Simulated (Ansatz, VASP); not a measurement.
# SiC in VASP and in Ansatz

The input POSCAR:

```
SiC
1.0
    0.0000000000      2.1742000000      2.1742000000
    2.1742000000      0.0000000000      2.1742000000
    2.1742000000      2.1742000000      0.0000000000
Si C
1 1
Direct
    0.0000000000      0.0000000000      0.0000000000
    0.2500000000      0.2500000000      0.2500000000
```

File INCAR.step1:

```
SYSTEM = SiC
  ALGO = Normal
  EDIFF = 1E-5
  ENCUT = 520
  GGA = PE
  ISIF = 2
  ISMEAR = 0
  LASPH = .TRUE.
  LCHARG = .FALSE.
  LREAL = .FALSE.
  LWAVE = .TRUE.
  NBANDS = 11
  NELM = 100
  PREC = Accurate
  SIGMA = 0.02
```

The input INCAR.step2:

```
SYSTEM = SiC
  ALGO = Normal
  EDIFF = 1E-6
  ENCUT = 520
  GGA = PE
  HFSCREEN = 0.2079
  ISIF = 2
  ISMEAR = 0
  ISTART = 1
  LASPH = .TRUE.
  LCHARG = .FALSE.
  LHFCALC = .TRUE.
  LREAL = .FALSE.
  LWAVE = .FALSE.
  NBANDS = 11
  NELM = 100
  PREC = Accurate
  PRECFOCK = Normal
  SIGMA = 0.02
```

KPOINTS

```
k-points
0
G
  8 8 8
  0 0 0
```

Input for Ansatz:

```yaml
crystal:
  lattice:
    - [0.0, 2.1742, 2.1742]
    - [2.1742, 0.0, 2.1742]
    - [2.1742, 2.1742, 0.0]
  atoms:
    - { symbol: Si, position: [0.0, 0.0, 0.0] }
    - { symbol: C, position: [0.25, 0.25, 0.25] }
basis:
  ecutwfc: 420
kpoints:
  mp_grid: { grid: [8, 8, 8] }
hamiltonian:
  xc: hse06
scf:
  occupations: { method: gaussian, width: 0.02 }
output:
  forces: true
  stress: true
  eigenvalues: true
  write_density: true
  write_potential: true
  elf: true
  volumetric_format: npy
```

Alike in both runs: task single point; functional HSE06; k mesh 8 × 8 × 8; occupations gaussian, width 0.02 eV; no spin polarisation.

```csv
,VASP,Ansatz
version,VASP 6.6.1,Ansatz 0.2.0
potentials or method,"VASP PAW PBE potentials, release 64 (Si, C), cutoff 520 eV","scalar-relativistic, plane waves, PAW"
valence electrons in the cell,8,8
```

```csv
,VASP,Ansatz,Ansatz less VASP
gap on the k mesh at the Fermi level (eV),2.23,2.22,-0.004
least direct gap on the mesh (eV),5.74,5.73,-0.010
pressure (GPa),-0.3,0.1,+0.40
```

With one functional, cell and mesh, what is left measures potentials, basis and numerics. Ansatz's warnings: stress exchange threshold loose, stress scf threshold loose.
